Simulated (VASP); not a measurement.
Write the native input for VASP 6.6.1 that does the following.

| Property | Result |
| --- | --- |
| Task | single point |
| Functional | PBE |
| Potentials or basis | VASP PAW PBE potentials, release 64 (Sn_d, Cd) |
| Cutoff | 520 eV |
| k mesh | 4 × 4 × 4 |
| Occupations | fermi-dirac, width 0.1 eV |
| Spin | no spin polarisation |
| Dipole correction | no |
| Further INCAR settings | ALGO = Normal; EDIFF = 1e-06; NBANDS = 39 |

The structure of Cd4Sn lies in POSCAR:

```
Cd4Sn
1.0
    5.3157552706      0.0000000000      0.0000000000
    0.0000000000      5.3157552706      0.0000000000
    0.0000000000      0.0000000000      5.3157552706
Sn Cd
1 4
Direct
    0.0000000000      0.0000000000      0.0000000000
    0.3015233410      0.3015233410      0.3015233410
    0.6984766590      0.6984766590      0.3015233410
    0.3015233410      0.6984766590      0.6984766590
    0.6984766590      0.3015233410      0.6984766590
```

One way to write it, as run:

INCAR

```
  PREC = Accurate
  ENCUT = 520
  EDIFF = 1E-6
  ISMEAR = -1
  SIGMA = 0.1
  LREAL = F
  LASPH = T
  NELM = 60
  ALGO = Normal
  ISIF = 2
  LWAVE = F
  LCHARG = F
  GGA = PE
  NBANDS = 39
```

KPOINTS

```
regular mesh
0
Gamma
  4 4 4
```

Potentials or basis: VASP PAW PBE potentials, release 64 (Sn_d, Cd).

Command:

```sh
$ cat potpaw_PBE.64/Sn_d/POTCAR potpaw_PBE.64/Cd/POTCAR > POTCAR
$ mpirun -np 1 vasp_std > vasp.out
```

Results of the run:

- Pressure: 0.1 GPa
- Largest force: 0.013 eV/Å
- Band gap on the k mesh: zero (band 31 reaches 3.29 eV, above the bottom of band 32 at 0.21 eV)

Caveat: spin-orbit coupling is left out, which moves the levels of the heavy elements.

It took 54 s on 1 thread of Intel Xeon 6975P-C, with other jobs on the host, peak memory 0.25 GiB.
